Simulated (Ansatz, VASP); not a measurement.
## Two plane-wave programs on Ga

The input INCAR:

```
PREC = Accurate ; ENCUT = 520
EDIFF = 1E-6 ; ISMEAR = 0
SIGMA = 0.15 ; LREAL = F
LASPH = T ; NELM = 60
ALGO = Fast ; ISIF = 2
LWAVE = F ; LCHARG = T
GGA = PS ; LELF = T
LVHAR = T ; NBANDS = 12
```

Contents of KPOINTS:

```
regular mesh
0
Gamma
  24 24 24
```

File POSCAR:

```
Ga
1.0
   -1.4040000000      1.4040000000      2.2624350000
    1.4040000000     -1.4040000000      2.2624350000
    1.4040000000      1.4040000000     -2.2624350000
Ga
1
Direct
    0.0000000000      0.0000000000      0.0000000000
```

Input for Ansatz:

```yaml
crystal:
  lattice:
    - [-1.404, 1.404, 2.262435]
    - [1.404, -1.404, 2.262435]
    - [1.404, 1.404, -2.262435]
  atoms:
    - { symbol: Ga, position: [0.0, 0.0, 0.0] }
basis:
  ecutwfc: 420
kpoints:
  mp_grid: { grid: [24, 24, 24] }
hamiltonian:
  xc: pbesol
scf:
  occupations: { method: gaussian, width: 0.15 }
output:
  forces: true
  stress: true
  eigenvalues: true
  write_density: true
  write_potential: true
  elf: true
  volumetric_format: npy
```

Change from the starting cell: strain +0.000 along x and y, +0.015 along z, atoms carried along.

Alike in both runs: task single point; functional PBEsol; k mesh 24 × 24 × 24; occupations gaussian, width 0.15 eV; no spin polarisation.

|  | VASP | Ansatz |
| --- | --- | --- |
| version | VASP 6.6.1 | Ansatz 0.2.0 |
| potentials or method | VASP PAW PBE potentials, release 64 (Ga_d), cutoff 520 eV | scalar-relativistic, plane waves, PAW |
| valence electrons in the cell | 13 | 13 |

Ansatz gave:

```
gap on the k mesh at the Fermi level (eV) : none
pressure (GPa)                            : -0.4
```

What did VASP give for the same quantities?

gap on the k mesh at the Fermi level (eV): none; pressure (GPa): -0.3.

VASP's potentials were made for PBE, not for PBEsol. A gap of «none» marks a metal or a gap that the smearing closes. With one functional, cell and mesh, what is left measures potentials, basis and numerics.
